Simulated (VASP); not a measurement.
Set up this calculation in VASP 6.6.1, as the native input.

```
Task                   : single point
Functional             : r2SCAN
Potentials or basis    : VASP PAW PBE potentials, release 64 (Al)
Cutoff                 : 520 eV
k mesh                 : 12 × 12 × 15
Occupations            : gaussian, width 0.1 eV
Spin                   : no spin polarisation
Dipole correction      : no
Further INCAR settings : ALGO = Normal; EDIFF = 1e-06; NBANDS = 8; ISYM = 0
```

Al:

```
Al
1.0
     2.91621    0.00000    0.00000
    -1.45810    2.52551    0.00000
     1.45810    0.84184    2.21646
Al
1
Direct
  0.00000 0.00000 0.00000
```

The input as run:

POSCAR

```
Al
1.0
    2.9162060727      0.0000000000      0.0000000000
   -1.4581030364      2.5255085417      0.0000000000
    1.4581030364      0.8418361806      2.2164595089
Al
1
Direct
    0.0000000000      0.0000000000      0.0000000000
```

INCAR.step1

```
  ALGO = Normal
  EDIFF = 1E-4
  ENCUT = 520
  GGA = PE
  ISMEAR = 0
  ISYM = 0
  LASPH = True
  LCHARG = False
  LREAL = False
  LWAVE = True
  NBANDS = 8
  NELM = 60
  PREC = Accurate
  SIGMA = 0.1
```

INCAR.step2

```
  ALGO = Normal
  EDIFF = 1E-6
  ENCUT = 520
  ISIF = 2
  ISMEAR = 0
  ISTART = 1
  ISYM = 0
  LASPH = True
  LCHARG = False
  LMIXTAU = True
  LREAL = False
  LWAVE = False
  METAGGA = R2SCAN
  NBANDS = 8
  NELM = 60
  PREC = Accurate
  SIGMA = 0.1
```

KPOINTS

```
k-points
0
Gamma
  12 12 15
```

Potentials or basis: VASP PAW PBE potentials, release 64 (Al).

The run is started by

```sh
$ cat potpaw_PBE.64/Al/POTCAR > POTCAR
$ cp INCAR.step1 INCAR
$ mpirun -np 1 vasp_std > vasp.out
$ cp INCAR.step2 INCAR
$ mpirun -np 1 vasp_std > vasp.out
```

It gave:

| Item | Value |
| --- | --- |
| Pressure | -1.9 GPa |
| Band gap on the k mesh | zero (an odd number of electrons rules out a gap without spin polarisation) |

Caveat: the stress differs along the axes, from -4 to 3 GPa; the PAW data sets were made with another functional, which shifts forces and pressure a little.

Wall time 8.8 min on 1 thread of Intel Xeon 8259CL, with other jobs on the host, peak memory 0.24 GiB.
